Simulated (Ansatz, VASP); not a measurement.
# SnO in VASP and in Ansatz

```
CELL_PARAMETERS angstrom
4.12550 0.00000 0.00000
-2.06275 3.57279 0.00000
0.00000 0.00000 5.18540
ATOMIC_POSITIONS crystal
Sn 0.33333 0.66667 0.25000
Sn 0.66667 0.33333 0.75000
O 0.66667 0.33333 0.25000
O 0.33333 0.66667 0.75000
```

Alike in both runs: task single point; functional r2SCAN; k mesh 6 × 6 × 4; no spin polarisation.

|  | VASP | Ansatz |
| --- | --- | --- |
| version | VASP 6.6.1 | Ansatz 0.2.0 |
| potentials or method | VASP PAW PBE potentials, release 64 (Sn_d, O) | plane waves |
| plane-wave cutoff (eV) | 520 | 500 |
| occupations | gaussian, width 0.01 eV | fixed |
| valence electrons in the cell | 40 | 40 |

```tsv
	VASP	Ansatz	Ansatz less VASP
gap on the k mesh at the Fermi level (eV)	0.57	0.58	+0.004
pressure (GPa)	0.2	0.0	-0.23
traceless stress, the component that is largest in VASP (GPa)	-0.15	0.01	+0.160
```

VASP's potentials were made for PBE, not for r2SCAN.
